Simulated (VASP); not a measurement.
P, 4 atoms in the cell. The cell holds a slab with vacuum, 4 atoms: a = 3.258 Å, b = 34.482 Å, c = 4.637 Å, α = 90.00°, β = 90.00°, γ = 90.00°.  This cell differs from its parent crystal: uniaxial strain along c: +4.5 %, then relaxed in part.

```yaml
Program: VASP 6.6.1
Task: single point
Functional: PBEsol
Potentials_or_basis: VASP PAW PBE potentials, release 64 (P)
Cutoff: 520 eV
k_mesh: 8 × 1 × 6
Occupations: gaussian, width 0.02 eV
Spin: no spin polarisation
Dipole_correction: no
Further_INCAR_settings: ALGO = Normal; EDIFF = 1e-06; NBANDS = 18
```

Potentials or basis: VASP PAW PBE potentials, release 64 (P).

The run is started by

```bash
$ cat potpaw_PBE.64/P/POTCAR > POTCAR
$ mpirun -np 1 vasp_std > vasp.out
```

Hardware: 1 thread of Intel(R) Xeon(R) Platinum 8488C (Sapphire Rapids), with other jobs on the host.

Estimate the wall time of this run.

It took 3.8 min on 1 thread of Intel(R) Xeon(R) Platinum 8488C (Sapphire Rapids), on a shared host, peak memory 0.53 GiB. Counts: scf iterations 21, k points 20.
